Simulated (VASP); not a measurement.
# Mo (Im-3m) in VASP: single point with revPBE

Aim: the single point of Mo with revPBE.

Program: VASP 6.6.1. These are calculated values, not measurements. Logs are shortened: lines on timing, memory, paths and dates and some standing lists are left out, and cuts for length are marked.

### 1 The cell of the first run

Symmetry: Im-3m, No. 229, cubic system. The conventional cell has a = 3.147 Å, b = 3.147 Å, c = 3.147 Å, α = 90.00°, β = 90.00°, γ = 90.00°. Within 3.6 Å of Mo (site symmetry m-3m) lie 14 Mo at 2.73 to 3.15 Å.

### 2 Single point, revPBE

INCAR reads:

```
SYSTEM = Mo
ALGO = Normal
EDIFF = 1E-6
ENCUT = 520
GGA = RE
ISIF = 2
ISMEAR = -1
LASPH = .TRUE.
LCHARG = .FALSE.
LREAL = .FALSE.
LWAVE = .FALSE.
NBANDS = 13
NELM = 60
PREC = Accurate
SIGMA = 0.1
```

KPOINTS reads:

```
k-points
0
G
  13 13 13
  0 0 0
```

POSCAR reads:

```
Mo
1.0
   -1.5734150000      1.5734150000      1.5734150000
    1.5734150000     -1.5734150000      1.5734150000
    1.5734150000      1.5734150000     -1.5734150000
Mo
1
Direct
    0.0000000000      0.0000000000      0.0000000000
```

Potentials or basis: VASP PAW PBE potentials, release 64 (Mo_sv).

Run with:

```sh
cat potpaw_PBE.64/Mo_sv/POTCAR > POTCAR
mpirun -np 1 vasp_std > vasp.out
```

OUTCAR:

```text
SYSTEM = Mo
   EDIFF = 1E-6
   ENCUT = 520
   GGA = RE
   ISIF = 2
   ISMEAR = -1
   LASPH = .TRUE.
   LREAL = .FALSE.
   NELM = 60
   PREC = Accurate

 ion  position               nearest neighbor table
   1  0.000  0.000  0.000-

  LATTYP: Found a body centered cubic cell.
 ALAT       =     3.1468300000

  Lattice vectors:

 A1 = (  -1.5734150000,   1.5734150000,   1.5734150000)
 A2 = (   1.5734150000,  -1.5734150000,   1.5734150000)
 A3 = (   1.5734150000,   1.5734150000,  -1.5734150000)

Analysis of symmetry for initial positions (statically):
=====================================================================
 Subroutine PRICEL returns:
 Original cell was already a primitive cell.

 Routine SETGRP: Setting up the symmetry group for a
 body centered cubic supercell.

 Subroutine GETGRP returns: Found 48 space group operations
 (whereof 48 operations were pure point group operations)
 out of a pool of 48 trial point group operations.

The static configuration has the point symmetry O_h .

Analysis of symmetry for dynamics (positions and initial velocities):
=====================================================================
 Subroutine PRICEL returns:
 Original cell was already a primitive cell.

 Routine SETGRP: Setting up the symmetry group for a
 body centered cubic supercell.

 Subroutine GETGRP returns: Found 48 space group operations
 (whereof 48 operations were pure point group operations)
 out of a pool of 48 trial point group operations.

The dynamic configuration has the point symmetry O_h .

 Subroutine INISYM returns: Found 48 space group operations
 (whereof 48 operations are pure point group operations),
 and found     1 'primitive' translations

----------------------------------------------------------------------------------------

                                     Primitive cell

  volume of cell :      15.5808

  direct lattice vectors                    reciprocal lattice vectors
    -1.573415000  1.573415000  1.573415000     0.000000000  0.317780115  0.317780115
     1.573415000 -1.573415000  1.573415000     0.317780115  0.000000000  0.317780115
     1.573415000  1.573415000 -1.573415000     0.317780115  0.317780115  0.000000000

  length of vectors
     2.725234721  2.725234721  2.725234721     0.449408949  0.449408949  0.449408949

  position of ions in fractional coordinates (direct lattice)
     0.000000000  0.000000000  0.000000000

  ion indices of the primitive-cell ions
   primitive index   ion index
                 1           1

----------------------------------------------------------------------------------------

 KPOINTS: k-points

Automatic generation of k-mesh.
 Grid dimensions read from file:
 generate k-points for:   13   13   13

 Generating k-lattice:

  Cartesian coordinates                     Fractional coordinates (reciprocal lattice)
     0.000000000  0.024444624  0.024444624     0.076923077  0.000000000  0.000000000
     0.024444624  0.000000000  0.024444624     0.000000000  0.076923077  0.000000000
     0.024444624  0.024444624  0.000000000     0.000000000  0.000000000  0.076923077

  Length of vectors
     0.034569919  0.034569919  0.034569919

  Shift w.r.t. Gamma in fractional coordinates (k-lattice)
     0.000000000  0.000000000  0.000000000

 Subroutine IBZKPT returns following result:
 ===========================================

 Found     84 irreducible k-points:

 Following reciprocal coordinates:
            Coordinates               Weight
  0.000000  0.000000  0.000000      1.000000
  0.076923  0.000000  0.000000     12.000000
  0.153846  0.000000  0.000000     12.000000
  0.230769  0.000000  0.000000     12.000000
  0.307692  0.000000  0.000000     12.000000
  0.384615  0.000000  0.000000     12.000000
[... 16 lines left out ...]
  0.153846  0.076923  0.076923     24.000000
  0.230769  0.076923  0.076923     24.000000
 [... further k-points ...]
   k-points           NKPTS =     84   k-points in BZ     NKDIM =     84   number of bands    NBANDS=     13
   number of dos      NEDOS =    301   number of ions     NIONS =      1
   total plane-waves  NPLWV =   8000
   dimension x,y,z NGX =    20 NGY =   20 NGZ =   20
   dimension x,y,z NGXF=    40 NGYF=   40 NGZF=   40
   ions per type =               1
   NGX,Y,Z   is equivalent  to a cutoff of  12.20, 12.20, 12.20 a.u.
   NGXF,Y,Z  is equivalent  to a cutoff of  24.40, 24.40, 24.40 a.u.
 SYSTEM =  Mo
   PREC   = accura    normal or accurate (medium, high low for compatibility)
   ISTART =      0    job   : 0-new  1-cont  2-samecut
   ICHARG =      2    charge: 1-file 2-atom 10-const
   ISPIN  =      1    spin polarized calculation?
   LNONCOLLINEAR =      F non collinear calculations
   LSORBIT =      F    spin-orbit coupling
   LASPH  =      T    aspherical Exc in radial PAW
   ENCUT  =  520.0 eV  38.22 Ry    6.18 a.u.   5.07  5.07  5.07*2*pi/ulx,y,z
   NELM   =     60;   NELMIN=  2; NELMDL= -5     # of ELM steps
   EDIFF  = 0.1E-05   stopping-criterion for ELM
   LREAL  =      F    real-space projection
   EDIFFG = 0.1E-04   stopping-criterion for IOM
   NSW    =      0    number of steps for IOM
   IBRION =     -1    ionic relax: 0-MD 1-quasi-New 2-CG
   NFREE  =      0    steps in history (QN), initial steepest desc. (CG)
   ISIF   =      2    stress and relaxation
   ISYM   =      2    0-nonsym 1-usesym 2-fastsym
   POTIM  = 0.5000    time-step for ionic-motion
   TEBEG  =    0.0;   TEEND  =   0.0 temperature during run
   PSTRESS=    0.0 pullay stress
   NELECT =      14.0000    total number of electrons
   NUPDOWN=      -1.0000    fix difference up-down
   EMIN   =  10.00;   EMAX   =-10.00  energy-range for DOS
   EFERMI =   0.00;   METHOD = LEGACY
   ISMEAR =    -1;   SIGMA  =   0.10  broadening in eV -4-tet -1-fermi 0-gaus
   EFERMI_NEDOS =   21; number of points for ismear=-14 and -15
   IALGO  =     38    algorithm
   IMIX   =      4    mixing-type and parameters
     AMIX     =   0.40;   BMIX     =  1.00
     AMIX_MAG =   1.60;   BMIX_MAG =  1.00
  volume/ion in A,a.u.               =      15.58       105.14
  Fermi-wavevector in a.u.,A,eV,Ry     =   1.579747  2.985289 33.954710  2.495601
  Thomas-Fermi vector in A             =   2.680079
   LORBIT       =      0    0 simple, 1 ext, 2 COOP (PROOUT), +10 PAW based schemes
   GGA     = RE    functional components
   LHFCALC =     F    Hartree Fock is set to
   AEXX    =    0.0000 exact exchange contribution
   IVDW    =     0    specifies the selected vdW correction
   LEPSILON=     F    determine dielectric tensor
   LRPA    =     F    only Hartree local field effects (RPA)
 non-spin polarized calculation
  energy-cutoff  :      520.00
  volume of cell :       15.58
 maximum number of plane-waves:       432
   NGX = 11   NGY = 11   NGZ = 11

 number of electron      14.0000001 magnetization

 Free energy of the ion-electron system (eV)
  ---------------------------------------------------
  ext. energy  EPLUGINS =         0.00000000
  ---------------------------------------------------
  free energy    TOTEN  =       -10.48999121 eV

  energy without entropy =      -10.46733564  energy(sigma->0) =      -10.47866343

 E-fermi :  12.7876     XC(G=0): -13.3614

 val. band max:       12.6935632231   @ k =  -0.4615   0.4615   0.0769
 cond. band min:      12.7896197276   @ k =  -0.3077   0.3077   0.1538
 fundamental gap:      0.0960565044
 Fermi energy:        12.7875953384

 k-point     1 :       0.0000    0.0000    0.0000
  band No.  band energies     occupation
      1     -48.5915      2.00000
      2     -21.8510      2.00000
      3     -21.8510      2.00000
      4     -21.8510      2.00000
      5       5.4632      2.00000
      6      11.3280      2.00000
      7      11.3280      2.00000
      8      11.3280      2.00000
      9      14.3708      0.00000
     10      14.3708      0.00000
     11      27.5287      0.00000
     12      27.5287      0.00000
     13      27.5287      0.00000

 k-point     2 :       0.0769    0.0000    0.0000
  band No.  band energies     occupation
      1     -48.5764      2.00000
      2     -21.9376      2.00000
      3     -21.8777      2.00000
      4     -21.8516      2.00000
      5       5.7242      2.00000
      6      11.1811      2.00000
      7      11.3013      2.00000
      8      11.5741      1.99999
      9      14.1614      0.00000
     10      14.3751      0.00000
     11      27.7199      0.00000
     12      27.9701      0.00000
     13      28.0340      0.00000

 k-point     3 :       0.1538    0.0000    0.0000
  band No.  band energies     occupation
      1     -48.5346      2.00000
      2     -22.1734      2.00000
      3     -21.9510      2.00000
      4     -21.8534      2.00000
      5       6.4281      2.00000
      6      10.7992      2.00000
      7      11.1760      2.00000
      8      12.2925      1.98595
      9      13.8275      0.00006
     10      14.4055      0.00000
     11      28.0435      0.00000
     12      29.0369      0.00000
     13      29.2258      0.00000
[... 305 lines left out ...]
 k-point    23 :       0.1538    0.0769    0.0769
  band No.  band energies     occupation
      1     -48.4560      2.00000
      2     -22.6022      2.00000
      3     -22.0222      2.00000
      4     -21.9217      2.00000
      5       7.7306      2.00000
      6      10.1657      2.00000
      7      10.3963      2.00000
      8      14.0205      0.00001
      9      14.4284      0.00000
     10      14.4584      0.00000
     11      28.3533      0.00000
     12      28.9640      0.00000
     13      29.9940      0.00000

 k-point    24 :       0.2308    0.0769    0.0769
  band No.  band energies     occupation
      1     -48.3982      2.00000
      2     -22.8600      2.00000
      3     -22.1594      2.00000
      4     -21.9310      2.00000
      5       8.2012      2.00000
      6       9.7471      2.00000
      7      10.7826      2.00000
      8      14.1621      0.00000
      9      14.6875      0.00000
     10      16.0527      0.00000
     11      27.0896      0.00000
     12      27.5960      0.00000
     13      31.5982      0.00000

 [... further k-points ...]
[... 5 lines left out ...]
  --------------------------------------------------------------------------------------
  -------------------------------------------------------------------------------------
  Total        0.6260331      0.6260331      0.6260331      0.0000000      0.0000000     -0.0000000
  in kB       64.3751184     64.3751184     64.3751184      0.0000000      0.0000000     -0.0000000
  external PRESSURE =      64.3751184 kB  Pullay stress =       0.0000000 kB

 VOLUME and BASIS-vectors are now :
 -----------------------------------------------------------------------------
  energy-cutoff  :      520.00
  volume of cell :       15.58
      direct lattice vectors                 reciprocal lattice vectors
    -1.573415000  1.573415000  1.573415000     0.000000000  0.317780115  0.317780115
     1.573415000 -1.573415000  1.573415000     0.317780115  0.000000000  0.317780115
     1.573415000  1.573415000 -1.573415000     0.317780115  0.317780115  0.000000000

 POSITION                                       TOTAL-FORCE (eV/Angst)
 -----------------------------------------------------------------------------------
      0.00000      0.00000      0.00000        -0.000000      0.000000     -0.000000
 -----------------------------------------------------------------------------------
    total drift:                                0.000000     -0.000000      0.000000

  FREE ENERGIE OF THE ION-ELECTRON SYSTEM (eV)
  ---------------------------------------------------
  free  energy   TOTEN  =       -10.4899912104 eV

  energy  without entropy=      -10.4673356448  energy(sigma->0) =      -10.47866343
```

It took 4.8 s on 1 thread of Intel Xeon 6975P-C (Granite Rapids), shared host; peak memory 0.13 GiB.

Results:

* Free energy: -10.4900 eV
* Pressure: 6.4 GPa
* Band gap on the k mesh: zero (band 7 reaches 16.31 eV, above the bottom of band 8 at 11.33 eV)

Caveat: the PAW data sets were made with another functional, which shifts forces and pressure a little.
